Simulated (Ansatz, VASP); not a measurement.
## One calculation of ZnSe, two programs

```
CELL_PARAMETERS angstrom
0.00000 2.82751 2.82751
2.82751 0.00000 2.82751
2.82751 2.82751 0.00000
ATOMIC_POSITIONS crystal
Zn 0.00000 0.00000 0.00000
Se 0.25000 0.25000 0.25000
```

Alike in both runs: functional PBE; dispersion D3(BJ); k mesh 8 × 8 × 8; occupations gaussian, width 0.02 eV; no spin polarisation.

Ansatz relaxed the structure, and its values are those at the end. VASP's run is a single point on that final structure, the one shown.

|  | VASP | Ansatz |
| --- | --- | --- |
| version | VASP 6.6.1 | Ansatz 0.2.0 |
| potentials or method | VASP PAW PBE potentials, release 64 (Zn, Se), cutoff 500 eV | scalar-relativistic, plane waves, PAW |
| valence electrons in the cell | 18 | 28 |

Ansatz gave:

* gap on the k mesh at the Fermi level (eV): 1.31
* least direct gap on the mesh (eV): 1.31
* pressure (GPa): 0.0

Q: Which values does VASP return?

A: gap on the k mesh at the Fermi level (eV): 1.32; least direct gap on the mesh (eV): 1.32; pressure (GPa): 0.2.

VASP's potentials hold 18 valence electrons a cell and Ansatz's 28, so a difference there can come from the potentials and not from the codes.
